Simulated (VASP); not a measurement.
A run of VASP 6.6.1 is set up as follows.

INCAR

```
ALGO = Normal
EDIFF = 1E-7
EDIFFG = -0.005
ENCUT = 600
GGA = PE
IBRION = 2
ISIF = 3
ISMEAR = -1
LASPH = True
LCHARG = False
LREAL = False
LWAVE = False
NELM = 80
NSW = 60
PREC = Accurate
SIGMA = 0.1
```

KPOINTS

```
k-points
0
Gamma
  16 16 16
```

The input POSCAR:

```
Ta
1.0
    0.0000000000      2.0923759827      2.0923759827
    2.0923759827      0.0000000000      2.0923759827
    2.0923759827      2.0923759827      0.0000000000
Ta
1
Direct
    0.0000000000      0.0000000000      0.0000000000
```

Potentials or basis: VASP PAW PBE potentials, release 64 (Ta_pv).

Run with:

```bash
$ cat potpaw_PBE.64/Ta_pv/POTCAR > POTCAR
$ mpirun -np 1 vasp_std > vasp.out
```

Question: Estimate the space group after relaxing (to 0.05 Å).

Answer: Fm-3m (No. 225).

Question: Predict the relaxed volume.

Answer: 18.85 Å³/atom.

Final structure:
```yaml
crystal:
  lattice:
    - [0.00000, 2.11241, 2.11241]
    - [2.11241, 0.00000, 2.11241]
    - [2.11241, 2.11241, 0.00000]
  atoms:
    - { symbol: Ta, position: [0.00000, 0.00000, 0.00000] }
```
